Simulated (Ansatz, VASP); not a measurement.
**One calculation of LiH2, two programs**

Contents of INCAR:

```
PREC = Accurate
ENCUT = 600
EDIFF = 1E-6
ISMEAR = 0
SIGMA = 0.1
LREAL = False
LASPH = True
NELM = 60
ALGO = Normal
ISIF = 3
LWAVE = False
LCHARG = False
GGA = PE
IBRION = 2
NSW = 90
EDIFFG = -0.04
```

File KPOINTS:

```
regular mesh
0
Gamma
  4 4 4
```

File POSCAR:

```
LiH2
1.0
    4.9152997400      0.0000000000      0.0000000000
    0.0000000000      4.9152997400      0.0000000000
    0.0000000000      0.0000000000      4.7688803000
Li H
4 8
Direct
    0.7252988100      0.7252988100      0.0000000000
    0.2747011900      0.7252988100      0.5000000000
    0.7252988100      0.2747011900      0.5000000000
    0.2747011900      0.2747011900      0.0000000000
    0.5000000000      0.5000000000      0.7500000000
    0.0000000000      0.5000000000      0.2500000000
    0.5000000000      0.0000000000      0.2500000000
    0.0000000000      0.0000000000      0.7500000000
    0.0000000000      0.0000000000      0.2500000000
    0.5000000000      0.0000000000      0.7500000000
    0.0000000000      0.5000000000      0.7500000000
    0.5000000000      0.5000000000      0.2500000000
```

Input for Ansatz:

```yaml
crystal:
  lattice:
    - [4.91529974, 0.0, 0.0]
    - [0.0, 4.91529974, 0.0]
    - [0.0, 0.0, 4.7688803]
  atoms:
    - { symbol: Li, position: [0.72529881, 0.72529881, 0.0] }
    - { symbol: Li, position: [0.27470119, 0.72529881, 0.5] }
    - { symbol: Li, position: [0.72529881, 0.27470119, 0.5] }
    - { symbol: Li, position: [0.27470119, 0.27470119, 0.0] }
    - { symbol: H, position: [0.5, 0.5, 0.75] }
    - { symbol: H, position: [0.0, 0.5, 0.25] }
    - { symbol: H, position: [0.5, 0.0, 0.25] }
    - { symbol: H, position: [0.0, 0.0, 0.75] }
    - { symbol: H, position: [0.0, 0.0, 0.25] }
    - { symbol: H, position: [0.5, 0.0, 0.75] }
    - { symbol: H, position: [0.0, 0.5, 0.75] }
    - { symbol: H, position: [0.5, 0.5, 0.25] }
basis:
  ecutwfc: 420
kpoints:
  mp_grid: { grid: [4, 4, 4] }
hamiltonian:
  xc: pbe
scf:
  occupations: { method: gaussian, width: 0.1 }
  lower_state_search: "off"
output:
  forces: true
  stress: true
  eigenvalues: true
relax:
  adjacent_minimum: "off"
  f_tol: 0.04
  max_steps: 70
  cell: { stress_tol: 0.4 }
```

Alike in both runs: task relaxation of cell and atoms; functional PBE; k mesh 4 × 4 × 4; occupations gaussian, width 0.1 eV; no spin polarisation.

```csv
,VASP,Ansatz
version,VASP 6.6.1,Ansatz 0.2.0
potentials or method,"VASP PAW PBE potentials, release 64 (Li_sv, H), cutoff 600 eV","scalar-relativistic, plane waves, PAW"
valence electrons in the cell,20,20
```

Ansatz gave:

* gap on the k mesh at the Fermi level, each at its own relaxed structure (eV): none
* relaxed volume (Å³/atom): 6.80
* relaxed cell length with the largest relative difference (Å): 4.457

Question: Which values does VASP return?

Answer: gap on the k mesh at the Fermi level, each at its own relaxed structure (eV): none; relaxed volume (Å³/atom): 6.71; relaxed cell length with the largest relative difference (Å): 4.401.

A gap of «none» marks a metal or a gap that the smearing closes.

Noted on VASP's run: the cutoff is short for stress, so the pressure is rough; the volume moved by over 15 % at a fixed basis, so the end points are rough.
